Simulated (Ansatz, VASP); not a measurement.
## MnO2: VASP beside Ansatz

```
CELL_PARAMETERS angstrom
1.45645 0.84088 4.67384
-1.45645 0.84088 4.67384
0.00000 -1.68176 4.67384
ATOMIC_POSITIONS crystal
Mn 0.00000 0.00000 0.00000
O 0.73564 0.73564 0.73564
O 0.26436 0.26436 0.26436
```

Alike in both runs: task single point; functional PBE; k mesh 11 × 11 × 11; occupations fermi-dirac, width 0.05 eV; collinear spin.

|  | VASP | Ansatz |
| --- | --- | --- |
| version | VASP 6.6.1 | Ansatz 0.2.0 |
| potentials or method | VASP PAW PBE potentials, release 64 (Mn_pv, O) | Ansatz PAW |
| plane-wave cutoff (eV) | 520 | 420 |
| valence electrons in the cell | 25 | 27 |

Ansatz gave:

| Item | Value |
| --- | --- |
| gap on the k mesh at the Fermi level (eV) | 1.07 |
| least direct gap on the mesh (eV) | 1.16 |
| pressure (GPa) | -5.8 |
| traceless stress, the component that is largest in VASP (GPa) | 2.44 |
| rms of the force components (eV/Å) | 0.260 |
| net moment per atom (μB) | 1.00 |
| size of the moment on the site where the two differ most (μB) | 2.56 |

Problem. Estimate VASP's values.

Solution. gap on the k mesh at the Fermi level (eV): 1.04; least direct gap on the mesh (eV): 1.12; pressure (GPa): -4.9; traceless stress, the component that is largest in VASP (GPa): 2.09; rms of the force components (eV/Å): 0.223; net moment per atom (μB): 1.00; size of the moment on the site where the two differ most (μB): 2.89.

Site moments also hang on the region over which each program counts them. Atom by atom the forces differ by 0.037 eV/Å (rms over components). VASP's potentials hold 25 valence electrons a cell and Ansatz's 27, so a difference there can come from the potentials and not from the codes.

Noted on Ansatz's run: odd divisions of the mesh miss points on the zone boundary, where band edges often lie, so the gap on the mesh can be too wide.
